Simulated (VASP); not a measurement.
# Pd (Fm-3m) in VASP: notebook

Runs on Pd. Level: PBEsol. Tasks: single point.

Program: VASP 6.6.1. These are calculated values, not measurements. Logs are shortened: lines on timing, memory, paths and dates and some standing lists are left out, and cuts for length are marked.

### 1 The cell of the first run

Symmetry: Fm-3m, No. 225, cubic system. The conventional cell has a = 3.628 Å, b = 3.628 Å, c = 3.628 Å, α = 90.00°, β = 90.00°, γ = 90.00°. Within 3.4 Å of Pd (site symmetry m-3m) lie 12 Pd at 2.57 Å.

### 2 Single point, PBEsol (volume scaled by 0.82, to set the pressure)

Contents of INCAR:

```
SYSTEM = Pd
  PREC = Accurate
  ENCUT = 500
  EDIFF = 1E-6
  ISMEAR = -1
  SIGMA = 0.08
  LREAL = .False.
  LASPH = .True.
  NELM = 120
  ALGO = Normal
  ISIF = 2
  LWAVE = .False.
  LCHARG = .False.
  GGA = PS
  NBANDS = 11
  GGA_COMPAT = .False.
```

Contents of KPOINTS:

```
regular mesh
0
Gamma
  18 18 18
  0 0 0
```

Contents of POSCAR:

```
Pd
1.0
    0.0000000000      1.8142154129      1.8142154129
    1.8142154129      0.0000000000      1.8142154129
    1.8142154129      1.8142154129      0.0000000000
Pd
1
Direct
    0.0000000000      0.0000000000      0.0000000000
```

Potentials or basis: VASP PAW PBE potentials, release 64 (Pd).

Command:

```sh
$ cat potpaw_PBE.64/Pd/POTCAR > POTCAR
$ mpirun -np 1 vasp_std > vasp.out
```

OUTCAR:

```text
SYSTEM = Pd
   PREC = Accurate
   ENCUT = 500
   EDIFF = 1E-6
   ISMEAR = -1
   LREAL = .False.
   LASPH = .True.
   NELM = 120
   ISIF = 2
   GGA = PS

 ion  position               nearest neighbor table
   1  0.000  0.000  0.000-

  LATTYP: Found a face centered cubic cell.
 ALAT       =     3.6284308258

  Lattice vectors:

 A1 = (   0.0000000000,   1.8142154129,   1.8142154129)
 A2 = (   1.8142154129,   0.0000000000,   1.8142154129)
 A3 = (   1.8142154129,   1.8142154129,   0.0000000000)

Analysis of symmetry for initial positions (statically):
=====================================================================
 Subroutine PRICEL returns:
 Original cell was already a primitive cell.

 Routine SETGRP: Setting up the symmetry group for a
 face centered cubic supercell.

 Subroutine GETGRP returns: Found 48 space group operations
[... 9 lines left out ...]

 Routine SETGRP: Setting up the symmetry group for a
 face centered cubic supercell.

 Subroutine GETGRP returns: Found 48 space group operations
[... 11 lines left out ...]
                                     Primitive cell

  volume of cell :      11.9425

  direct lattice vectors                    reciprocal lattice vectors
     0.000000000  1.814215413  1.814215413    -0.275601230  0.275601230  0.275601230
     1.814215413  0.000000000  1.814215413     0.275601230 -0.275601230  0.275601230
     1.814215413  1.814215413  0.000000000     0.275601230  0.275601230 -0.275601230

  length of vectors
     2.565688042  2.565688042  2.565688042     0.477355334  0.477355334  0.477355334

  position of ions in fractional coordinates (direct lattice)
     0.000000000  0.000000000  0.000000000

  ion indices of the primitive-cell ions
   primitive index   ion index
                 1           1

----------------------------------------------------------------------------------------

 KPOINTS: regular mesh

Automatic generation of k-mesh.
 Grid dimensions read from file:
 generate k-points for:   18   18   18

 Generating k-lattice:

  Cartesian coordinates                     Fractional coordinates (reciprocal lattice)
    -0.015311179  0.015311179  0.015311179     0.055555556  0.000000000  0.000000000
     0.015311179 -0.015311179  0.015311179     0.000000000  0.055555556  0.000000000
     0.015311179  0.015311179 -0.015311179     0.000000000  0.000000000  0.055555556

  Length of vectors
     0.026519741  0.026519741  0.026519741

  Shift w.r.t. Gamma in fractional coordinates (k-lattice)
     0.000000000  0.000000000  0.000000000

[... 48 lines left out ...]
   ENCUT  =  500.0 eV  36.75 Ry    6.06 a.u.   4.68  4.68  4.68*2*pi/ulx,y,z
   NELM   =    120;   NELMIN=  2; NELMDL= -5     # of ELM steps
   EDIFF  = 0.1E-05   stopping-criterion for ELM
   LREAL  =      F    real-space projection
   EDIFFG = 0.1E-04   stopping-criterion for IOM
   NSW    =      0    number of steps for IOM
   IBRION =     -1    ionic relax: 0-MD 1-quasi-New 2-CG
   NFREE  =      0    steps in history (QN), initial steepest desc. (CG)
   ISIF   =      2    stress and relaxation
   ISYM   =      2    0-nonsym 1-usesym 2-fastsym
   POTIM  = 0.5000    time-step for ionic-motion
   TEBEG  =    0.0;   TEEND  =   0.0 temperature during run
   PSTRESS=    0.0 pullay stress
   NELECT =      10.0000    total number of electrons
   NUPDOWN=      -1.0000    fix difference up-down
   EMIN   =  10.00;   EMAX   =-10.00  energy-range for DOS
   EFERMI =   0.00;   METHOD = LEGACY
   ISMEAR =    -1;   SIGMA  =   0.08  broadening in eV -4-tet -1-fermi 0-gaus
   EFERMI_NEDOS =   21; number of points for ismear=-14 and -15
   IALGO  =     38    algorithm
   IMIX   =      4    mixing-type and parameters
     AMIX     =   0.40;   BMIX     =  1.00
     AMIX_MAG =   1.60;   BMIX_MAG =  1.00
  volume/ion in A,a.u.               =      11.94        80.59
  Fermi-wavevector in a.u.,A,eV,Ry     =   1.543036  2.915915 32.394917  2.380959
  Thomas-Fermi vector in A             =   2.648756
   LORBIT       =      0    0 simple, 1 ext, 2 COOP (PROOUT), +10 PAW based schemes
   GGA     = PS    functional components
   LHFCALC =     F    Hartree Fock is set to
   AEXX    =    0.0000 exact exchange contribution
   IVDW    =     0    specifies the selected vdW correction
   LEPSILON=     F    determine dielectric tensor
   LRPA    =     F    only Hartree local field effects (RPA)
 non-spin polarized calculation
  energy-cutoff  :      500.00
  volume of cell :       11.94
 maximum number of plane-waves:       315
   NGX =  9   NGY =  9   NGZ =  9

 number of electron      10.0000001 magnetization

 Free energy of the ion-electron system (eV)
  ---------------------------------------------------
  ext. energy  EPLUGINS =         0.00000000
  ---------------------------------------------------
  free energy    TOTEN  =        -5.53552272 eV

  energy without entropy =       -5.50396389  energy(sigma->0) =       -5.51974330

 E-fermi :  13.7025     XC(G=0): -14.7323

 val. band max:       13.6959922232   @ k =  -0.4444   0.3889   0.1111
 cond. band min:      13.7063005457   @ k =   0.5000   0.1111   0.0000
 fundamental gap:      0.0103083225
 Fermi energy:        13.7024608455

 k-point     1 :       0.0000    0.0000    0.0000
  band No.  band energies     occupation
      1       4.6420      2.00000
      2       9.6673      2.00000
      3       9.6673      2.00000
      4       9.6673      2.00000
      5      11.9653      2.00000
      6      11.9653      2.00000
      7      30.6165      0.00000
      8      36.6475      0.00000
      9      36.6475      0.00000
     10      36.6475      0.00000
     11      38.8891      0.00000
[... 309 lines left out ...]
 k-point    24 :      -0.2222    0.0556    0.0000
  band No.  band energies     occupation
      1       6.5779      2.00000
      2       9.3641      2.00000
      3      10.1066      2.00000
      4      10.1551      2.00000
      5      11.7519      2.00000
      6      12.5110      2.00000
      7      30.1628      0.00000
      8      32.5124      0.00000
      9      38.3234      0.00000
     10      38.8837      0.00000
     11      40.3949      0.00000

 [... further k-points ...]
[... 5 lines left out ...]
  --------------------------------------------------------------------------------------
  -------------------------------------------------------------------------------------
  Total        5.0779389      5.0779389      5.0779389      0.0000000      0.0000000      0.0000000
  in kB      681.2421373    681.2421373    681.2421373      0.0000000      0.0000000      0.0000000
  external PRESSURE =     681.2421373 kB  Pullay stress =       0.0000000 kB

 VOLUME and BASIS-vectors are now :
 -----------------------------------------------------------------------------
  energy-cutoff  :      500.00
  volume of cell :       11.94
      direct lattice vectors                 reciprocal lattice vectors
     0.000000000  1.814215413  1.814215413    -0.275601230  0.275601230  0.275601230
     1.814215413  0.000000000  1.814215413     0.275601230 -0.275601230  0.275601230
     1.814215413  1.814215413  0.000000000     0.275601230  0.275601230 -0.275601230

 POSITION                                       TOTAL-FORCE (eV/Angst)
 -----------------------------------------------------------------------------------
      0.00000      0.00000      0.00000        -0.000000     -0.000000     -0.000000
 -----------------------------------------------------------------------------------
    total drift:                                0.000000     -0.000000     -0.000000

  FREE ENERGIE OF THE ION-ELECTRON SYSTEM (eV)
  ---------------------------------------------------
  free  energy   TOTEN  =        -5.5355227156 eV

  energy  without entropy=       -5.5039638891  energy(sigma->0) =       -5.51974330
```

Wall time 16 s (1 thread of Intel Xeon 6975P-C, shared host); peak memory 0.14 GiB.

What came out:

```
Free energy            : -5.5355 eV
Pressure               : 68.1 GPa
Band gap on the k mesh : zero (band 5 reaches 14.14 eV, above the bottom of band 6 at 11.85 eV)
```

Caveat: the cell differs from its parent crystal (volume scaled by 0.82, to set the pressure); the PAW data sets were made with another functional, which shifts forces and pressure a little.

### 3 Single point, PBEsol

Contents of INCAR:

```
PREC     = Accurate       # precision mode
ENCUT    = 500            # plane-wave cutoff, eV
EDIFF    = 1E-6           # SCF threshold, eV
ISMEAR   = -1             # smearing method
SIGMA    = 0.08           # smearing width, eV
LREAL    = False          # projectors in reciprocal space
LASPH    = True           # aspherical terms in the spheres
NELM     = 120            # most SCF steps
ALGO     = Normal         # electronic algorithm
ISIF     = 2              # what is computed and relaxed
LWAVE    = False          # write WAVECAR
LCHARG   = False          # write CHGCAR
GGA      = PS             # functional
NBANDS   = 11             # bands
GGA_COMPAT= False
```

Contents of KPOINTS:

```
regular mesh
0
Gamma
  18 18 18
```

Contents of POSCAR:

```
Pd
1.0
    0.0000000000      1.8137617258      1.8137617258
    1.8137617258      0.0000000000      1.8137617258
    1.8137617258      1.8137617258      0.0000000000
Pd
1
Direct
    0.0000000000      0.0000000000      0.0000000000
```

Potentials or basis: VASP PAW PBE potentials, release 64 (Pd).

Command:

```sh
$ cat potpaw_PBE.64/Pd/POTCAR > POTCAR
$ mpirun -np 1 vasp_std > vasp.out
```

Wall time 18 s (1 thread of Intel Xeon 6975P-C, shared host); peak memory 0.14 GiB.

The run converged. Its results:

```yaml
Free_energy: -5.5317 eV
Pressure: 68.5 GPa
Band_gap_on_the_k_mesh: zero (band 5 reaches 14.15 eV, above the bottom of band 6 at 11.86 eV)
```

Levels at points of the mesh, in eV from the Fermi level:
```tsv
k point	band 1	band 2	band 3	band 4	band 5	band 6	band 7	band 8	band 9	band 10
(0.00, 0.00, 0.00)	-9.07	-4.04	-4.04	-4.04	-1.74	-1.74	16.91	22.95	22.95	22.95
(0.50, 0.00, 0.00)	-7.30	-4.13	-4.13	-0.03	-0.03	0.41	9.18	16.35	22.94	22.94
(0.50, 0.50, 0.00)	-7.59	-7.19	-0.05	0.43	0.43	3.25	13.15	14.22	14.22	24.26
```

Caveat: the PAW data sets were made with another functional, which shifts forces and pressure a little.

### 4 Single point, PBEsol

Contents of INCAR:

```
ALGO = Normal
EDIFF = 1E-6
ENCUT = 500
GGA = PS
GGA_COMPAT = False
ISIF = 2
ISMEAR = -1
LASPH = True
LCHARG = True
LELF = True
LREAL = False
LVHAR = True
LWAVE = False
NBANDS = 11
NELM = 120
PREC = Accurate
SIGMA = 0.08
```

Contents of KPOINTS:

```
k-points
0
Gamma
  18 18 18
```

Contents of POSCAR:

```
Pd
1.0
    0.0000000000      1.8138410628      1.8138410628
    1.8138410628      0.0000000000      1.8138410628
    1.8138410628      1.8138410628      0.0000000000
Pd
1
Direct
    0.0000000000      0.0000000000      0.0000000000
```

Command:

```sh
$ cat potpaw_PBE.64/Pd/POTCAR > POTCAR
$ mpirun -np 1 vasp_std > vasp.out
```

Wall time 18 s (1 thread of Intel Xeon 6975P-C, shared host); peak memory 0.14 GiB.

Results (log left out):

```
Free energy            : -5.5324 eV
Pressure               : 68.4 GPa
Band gap on the k mesh : zero (band 5 reaches 14.15 eV, above the bottom of band 6 at 11.86 eV)
```

Levels at points of the mesh, in eV from the Fermi level:
```tsv
k point	band 1	band 2	band 3	band 4	band 5	band 6	band 7	band 8	band 9	band 10
(0.00, 0.00, 0.00)	-9.07	-4.04	-4.04	-4.04	-1.74	-1.74	16.91	22.95	22.95	22.95
(0.50, 0.00, 0.00)	-7.29	-4.12	-4.12	-0.03	-0.03	0.41	9.17	16.35	22.94	22.94
(0.50, 0.50, 0.00)	-7.58	-7.19	-0.05	0.43	0.43	3.25	13.14	14.22	14.22	24.26
```

Caveat: the PAW data sets were made with another functional, which shifts forces and pressure a little.
